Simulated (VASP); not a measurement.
# Be7S (P-43m) in VASP: relaxation of cell and atoms with PBE

Aim: the relaxation of cell and atoms of Be7S with PBE.

Everything below comes from runs of VASP 6.6.1. Logs are shortened: lines on timing, memory, paths and dates and some standing lists are left out, and cuts for length are marked.

## 1. The cell of the first run

Symmetry: P-43m, No. 215, cubic system. The conventional cell has a = 4.588 Å, b = 4.588 Å, c = 4.588 Å, α = 90.00°, β = 90.00°, γ = 90.00°. Within 2.6 Å of Be (site symmetry 3m) lie 3 Be at 1.98 Å and 1 S at 2.01 Å. Be (site symmetry -42m) has 4 Be at 1.98 Å within 2.6 Å. Within 2.7 Å of S (site symmetry -43m) lie 4 Be at 2.01 Å.

The cell was generated, and may not be a known phase.

## 2. Relaxation of cell and atoms, PBE

Contents of INCAR:

```
SYSTEM = Be7S
PREC = Accurate ; ENCUT = 600
EDIFF = 1E-7 ; ISMEAR = 0
SIGMA = 0.2 ; LREAL = .FALSE.
LASPH = .TRUE. ; NELM = 120
ALGO = Normal ; ISIF = 3
LWAVE = .FALSE. ; LCHARG = .FALSE.
GGA = PE ; IBRION = 2
NSW = 36 ; EDIFFG = -0.08
GGA_COMPAT = .FALSE. ; NELMIN = 4
```

Contents of KPOINTS:

```
regular mesh
0
G
  4 4 4
  0 0 0
```

Contents of POSCAR:

```
Be7S
1.0
    4.5877141200      0.0000000000      0.0000000000
    0.0000000000      4.5877141200      0.0000000000
    0.0000000000      0.0000000000      4.5877141200
Be S
7 1
Direct
    0.2526152100      0.2526152100      0.2526152100
    0.0000000000      0.5000000000      0.5000000000
    0.5000000000      0.5000000000      0.0000000000
    0.5000000000      0.0000000000      0.5000000000
    0.7473847900      0.2526152100      0.7473847900
    0.7473847900      0.7473847900      0.2526152100
    0.2526152100      0.7473847900      0.7473847900
    0.0000000000      0.0000000000      0.0000000000
```

Potentials or basis: VASP PAW PBE potentials, release 64 (Be, S).

On the command line:

```sh
$ cat potpaw_PBE.64/Be/POTCAR potpaw_PBE.64/S/POTCAR > POTCAR
$ mpirun -np 1 vasp_std > vasp.out
```

OUTCAR:

```text
SYSTEM = Be7S
   PREC = Accurate
   ENCUT = 600
   EDIFF = 1E-7
   ISMEAR = 0
   LREAL = .FALSE.
   LASPH = .TRUE.
   NELM = 120
   ISIF = 3
   GGA = PE
   IBRION = 2
   NSW = 36
   EDIFFG = -0.08
   NELMIN = 4

 ion  position               nearest neighbor table
   1  0.253  0.253  0.253-   2 1.98   3 1.98   4 1.98   8 2.01
   2  0.000  0.500  0.500-   1 1.98   5 1.98   6 1.98   7 1.98
   3  0.500  0.500  0.000-   1 1.98   5 1.98   6 1.98   7 1.98
   4  0.500  0.000  0.500-   1 1.98   5 1.98   6 1.98   7 1.98
   5  0.747  0.253  0.747-   2 1.98   3 1.98   4 1.98   8 2.01
   6  0.747  0.747  0.253-   2 1.98   3 1.98   4 1.98   8 2.01
   7  0.253  0.747  0.747-   2 1.98   3 1.98   4 1.98   8 2.01
   8  0.000  0.000  0.000-   1 2.01   5 2.01   6 2.01   7 2.01

  LATTYP: Found a simple cubic cell.
 ALAT       =     4.5877141200

  Lattice vectors:

 A1 = (   4.5877141200,   0.0000000000,   0.0000000000)
 A2 = (   0.0000000000,   4.5877141200,   0.0000000000)
 A3 = (   0.0000000000,   0.0000000000,   4.5877141200)

Analysis of symmetry for initial positions (statically):
=====================================================================
 Subroutine PRICEL returns:
 Original cell was already a primitive cell.

 Routine SETGRP: Setting up the symmetry group for a
 simple cubic supercell.

 Subroutine GETGRP returns: Found 24 space group operations
 (whereof 24 operations were pure point group operations)
 out of a pool of 48 trial point group operations.

The static configuration has the point symmetry T_d .

Analysis of symmetry for dynamics (positions and initial velocities):
=====================================================================
 Subroutine PRICEL returns:
 Original cell was already a primitive cell.

 Routine SETGRP: Setting up the symmetry group for a
 simple cubic supercell.

 Subroutine GETGRP returns: Found 24 space group operations
 (whereof 24 operations were pure point group operations)
 out of a pool of 48 trial point group operations.

The dynamic configuration has the point symmetry T_d .

 Subroutine INISYM returns: Found 24 space group operations
 (whereof 24 operations are pure point group operations),
 and found     1 'primitive' translations

----------------------------------------------------------------------------------------

                                     Primitive cell

  volume of cell :      96.5582

  direct lattice vectors                    reciprocal lattice vectors
     4.587714120  0.000000000  0.000000000     0.217973477  0.000000000  0.000000000
     0.000000000  4.587714120  0.000000000     0.000000000  0.217973477  0.000000000
     0.000000000  0.000000000  4.587714120     0.000000000  0.000000000  0.217973477

  length of vectors
     4.587714120  4.587714120  4.587714120     0.217973477  0.217973477  0.217973477

  position of ions in fractional coordinates (direct lattice)
     0.252615210  0.252615210  0.252615210
     0.000000000  0.500000000  0.500000000
     0.500000000  0.500000000  0.000000000
     0.500000000  0.000000000  0.500000000
     0.747384790  0.252615210  0.747384790
     0.747384790  0.747384790  0.252615210
     0.252615210  0.747384790  0.747384790
     0.000000000  0.000000000  0.000000000

  ion indices of the primitive-cell ions
   primitive index   ion index
                 1           1
                 2           2
                 3           3
                 4           4
                 5           5
                 6           6
                 7           7
                 8           8

----------------------------------------------------------------------------------------

 KPOINTS: regular mesh

Automatic generation of k-mesh.
 Grid dimensions read from file:
 generate k-points for:    4    4    4

 Generating k-lattice:

  Cartesian coordinates                     Fractional coordinates (reciprocal lattice)
     0.054493369  0.000000000  0.000000000     0.250000000  0.000000000  0.000000000
     0.000000000  0.054493369  0.000000000     0.000000000  0.250000000  0.000000000
     0.000000000  0.000000000  0.054493369     0.000000000  0.000000000  0.250000000

  Length of vectors
     0.054493369  0.054493369  0.054493369

  Shift w.r.t. Gamma in fractional coordinates (k-lattice)
     0.000000000  0.000000000  0.000000000

 Subroutine IBZKPT returns following result:
 ===========================================

 Found     10 irreducible k-points:

 Following reciprocal coordinates:
            Coordinates               Weight
  0.000000  0.000000  0.000000      1.000000
  0.250000  0.000000  0.000000      6.000000
  0.500000  0.000000  0.000000      3.000000
  0.250000  0.250000  0.000000     12.000000
  0.500000  0.250000  0.000000     12.000000
  0.500000  0.500000  0.000000      3.000000
  0.250000  0.250000  0.250000      8.000000
  0.500000  0.250000  0.250000     12.000000
  0.500000  0.500000  0.250000      6.000000
  0.500000  0.500000  0.500000      1.000000
   k-points           NKPTS =     10   k-points in BZ     NKDIM =     10   number of bands    NBANDS=     15
   number of dos      NEDOS =    301   number of ions     NIONS =      8
   total plane-waves  NPLWV =  64000
   dimension x,y,z NGX =    40 NGY =   40 NGZ =   40
   dimension x,y,z NGXF=    80 NGYF=   80 NGZF=   80
   ions per type =               7   1
   NGX,Y,Z   is equivalent  to a cutoff of  14.49, 14.49, 14.49 a.u.
   NGXF,Y,Z  is equivalent  to a cutoff of  28.99, 28.99, 28.99 a.u.
 SYSTEM =  Be7S
   PREC   = accura    normal or accurate (medium, high low for compatibility)
   ISTART =      0    job   : 0-new  1-cont  2-samecut
   ICHARG =      2    charge: 1-file 2-atom 10-const
   ISPIN  =      1    spin polarized calculation?
   LNONCOLLINEAR =      F non collinear calculations
   LSORBIT =      F    spin-orbit coupling
   LASPH  =      T    aspherical Exc in radial PAW
   ENCUT  =  600.0 eV  44.10 Ry    6.64 a.u.   9.16  9.16  9.16*2*pi/ulx,y,z
   NELM   =    120;   NELMIN=  4; NELMDL= -5     # of ELM steps
   EDIFF  = 0.1E-06   stopping-criterion for ELM
   LREAL  =      F    real-space projection
   EDIFFG = -.8E-01   stopping-criterion for IOM
   NSW    =     36    number of steps for IOM
   IBRION =      2    ionic relax: 0-MD 1-quasi-New 2-CG
   NFREE  =      1    steps in history (QN), initial steepest desc. (CG)
   ISIF   =      3    stress and relaxation
   ISYM   =      2    0-nonsym 1-usesym 2-fastsym
   POTIM  = 0.5000    time-step for ionic-motion
   TEBEG  =    0.0;   TEEND  =   0.0 temperature during run
   PSTRESS=    0.0 pullay stress
   NELECT =      20.0000    total number of electrons
   NUPDOWN=      -1.0000    fix difference up-down
   EMIN   =  10.00;   EMAX   =-10.00  energy-range for DOS
   EFERMI =   0.00;   METHOD = LEGACY
   ISMEAR =     0;   SIGMA  =   0.20  broadening in eV -4-tet -1-fermi 0-gaus
   EFERMI_NEDOS =   21; number of points for ismear=-14 and -15
   IALGO  =     38    algorithm
   IMIX   =      4    mixing-type and parameters
     AMIX     =   0.40;   BMIX     =  1.00
     AMIX_MAG =   1.60;   BMIX_MAG =  1.00
  volume/ion in A,a.u.               =      12.07        81.45
  Fermi-wavevector in a.u.,A,eV,Ry     =   0.968624  1.830434 12.765423  0.938232
  Thomas-Fermi vector in A             =   2.098609
   LORBIT       =      0    0 simple, 1 ext, 2 COOP (PROOUT), +10 PAW based schemes
   GGA     = PE    functional components
   LHFCALC =     F    Hartree Fock is set to
   AEXX    =    0.0000 exact exchange contribution
   IVDW    =     0    specifies the selected vdW correction
   LEPSILON=     F    determine dielectric tensor
   LRPA    =     F    only Hartree local field effects (RPA)
 conjugate gradient relaxation of ions
 non-spin polarized calculation
 Gauss-broadening in eV      SIGMA  =   0.20
  energy-cutoff  :      600.00
  volume of cell :       96.56
 maximum number of plane-waves:      3238
 NGX is ok and might be reduce to    40
   NGX = 19   NGY = 19   NGZ = 19

--------------------------------------- Ionic step        1  -------------------------------------------

 number of electron      20.0000001 magnetization

 Free energy of the ion-electron system (eV)
  ---------------------------------------------------
  ext. energy  EPLUGINS =         0.00000000
  ---------------------------------------------------
  free energy    TOTEN  =       -20.56954021 eV

  energy without entropy =      -20.49204130  energy(sigma->0) =      -20.53079076

 E-fermi :   3.8064     XC(G=0):  -9.4864

 val. band max:        3.7837251086   @ k =   0.5000   0.5000   0.0000
 cond. band min:       3.8786488867   @ k =   0.5000   0.2500   0.0000
 fundamental gap:      0.0949237780
 Fermi energy:         3.8064252818

 k-point     1 :       0.0000    0.0000    0.0000
  band No.  band energies     occupation
      1     -10.1800      2.00000
      2      -2.6340      2.00000
      3      -1.1438      2.00000
      4      -1.1438      2.00000
      5      -1.1438      2.00000
      6       1.0619      2.00000
      7       1.0619      2.00000
      8       2.8997      2.00000
      9       2.8997      2.00000
     10       2.8997      2.00000
     11       4.5117      0.00000
     12       4.5117      0.00000
     13       4.5117      0.00000
     14       7.4716      0.00000
     15       8.3282      0.00000
[... 367 lines left out ...]
  energy  without entropy=      -22.0826346448  energy(sigma->0) =      -22.12386376

--------------------------------------- Ionic step        6  -------------------------------------------

 number of electron      20.0000001 magnetization

 Free energy of the ion-electron system (eV)
  ---------------------------------------------------
  ext. energy  EPLUGINS =         0.00000000
  ---------------------------------------------------
  free energy    TOTEN  =       -22.18871686 eV

  energy without entropy =      -22.11160355  energy(sigma->0) =      -22.15016021

 E-fermi :   2.1804     XC(G=0):  -8.6107

 val. band max:        2.0465343168   @ k =   0.5000   0.5000   0.0000
 cond. band min:       2.2753510592   @ k =   0.5000   0.2500   0.2500
 fundamental gap:      0.2288167424
 Fermi energy:         2.1803727149

 k-point     1 :       0.0000    0.0000    0.0000
  band No.  band energies     occupation
      1     -11.8676      2.00000
      2      -3.3973      2.00000
      3      -2.8849      2.00000
      4      -2.8849      2.00000
      5      -2.8849      2.00000
      6      -0.0535      2.00000
      7      -0.0535      2.00000
      8       1.3844      2.00000
      9       1.3844      2.00000
     10       1.3844      2.00000
     11       3.1701      0.00000
     12       3.1701      0.00000
     13       3.1701      0.00000
     14       6.1179      0.00000
     15       6.3935      0.00000
[... 195 lines left out ...]
  FREE ENERGIE OF THE ION-ELECTRON SYSTEM (eV)
  ---------------------------------------------------
  free  energy   TOTEN  =       -22.1887168585 eV

  energy  without entropy=      -22.1116035546  energy(sigma->0) =      -22.15016021

 reached required accuracy - stopping structural energy minimisation
```

Wall time 1.9 min (1 thread of Intel Xeon 8259CL, shared host); peak memory 0.24 GiB.

Results:

- Free energy: -22.1887 eV
- Relaxed volume: 15.55 Å³/atom
- Relaxed cell: a = 4.992 Å, b = 4.992 Å, c = 4.992 Å, α = 90.00°, β = 90.00°, γ = 90.00°
- Space group after relaxing (to 0.1 Å): P-43m (No. 215)
- Energy gained by relaxing: 202.4 meV/atom
- Ionic steps: 6
- Pressure after relaxing: -0.5 GPa
- Largest force after relaxing: 0.015 eV/Å
- Band gap on the k mesh: zero (bands 10 and 11 overlap by 0.34 eV)

Forces on the atoms (eV/Å):
```
Be   0.008  0.008  0.008
Be   0.000  0.000  0.000
Be   0.000  0.000  0.000
Be   0.000  0.000  0.000
Be  -0.008  0.008 -0.008
Be  -0.008 -0.008  0.008
Be   0.008 -0.008 -0.008
S    0.000  0.000  0.000
```

Step by step:
| step | energy change (eV) | largest force (eV/Å) | pressure (GPa) | volume (Å³) |
| --- | --- | --- | --- | --- |
| 1 | 0.0000 | 1.3028 | 13.92 | 96.56 |
| 2 | -1.0970 | 1.2549 | 3.08 | 111.97 |
| 3 | -1.3442 | 1.0710 | -3.30 | 128.25 |
| 4 | -1.3511 | 1.1093 | -2.43 | 125.38 |
| 5 | -1.5956 | 0.3789 | -1.14 | 124.68 |
| 6 | -1.6192 | 0.0147 | -0.46 | 124.42 |

Final structure:
```
Be S
1.0
     4.99220    0.00000    0.00000
     0.00000    4.99220    0.00000
     0.00000    0.00000    4.99220
Be S
7 1
Cartesian
  1.1304 1.1304 1.1304
  0.0000 2.4961 2.4961
  2.4961 2.4961 0.0000
  2.4961 0.0000 2.4961
  3.8618 1.1304 3.8618
  3.8618 3.8618 1.1304
  1.1304 3.8618 3.8618
  0.0000 0.0000 0.0000
```

Caveat: the volume moved by over 15 % at a fixed basis, so the end points are rough; semilocal functionals underestimate gaps, and a narrow one can read as zero.

The gap in the log of VASP goes by the Fermi energy; the results here count the filled bands.